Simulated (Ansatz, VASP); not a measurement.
## Two plane-wave programs on GaAs

```xyz
2
Lattice="0.0000 2.5094 2.5094 2.5094 0.0000 2.5094 2.5094 2.5094 0.0000" Properties=species:S:1:pos:R:3 pbc="T T T"
Ga    0.0000    0.0000    0.0000
As    2.5094    2.5094    2.5094
```

Alike in both runs: task relaxation of cell and atoms; functional PBEsol; k mesh 13 × 13 × 13; occupations fermi-dirac, width 0.08 eV; no spin polarisation.

|  | VASP | Ansatz |
| --- | --- | --- |
| version | VASP 6.6.1 | Ansatz 0.2.0 |
| potentials or method | VASP PAW PBE potentials, release 64 (Ga_d, As) | PAW with Ansatz's default frozen-core files, scalar-relativistic |
| plane-wave cutoff (eV) | 600 | 420 |
| valence electrons in the cell | 18 | 28 |

```csv
,VASP,Ansatz,Ansatz less VASP
relaxed volume (Å³/atom),18.71,18.65,-0.058
relaxed cell length with the largest relative difference (Å),3.755,3.751,-0.0039
```

VASP's potentials were made for PBE, not for PBEsol. VASP's potentials hold 18 valence electrons a cell and Ansatz's 28, so a difference there can come from the potentials and not from the codes.

Noted on VASP's run: the volume moved by over 15 % at a fixed basis, so the end points are rough.
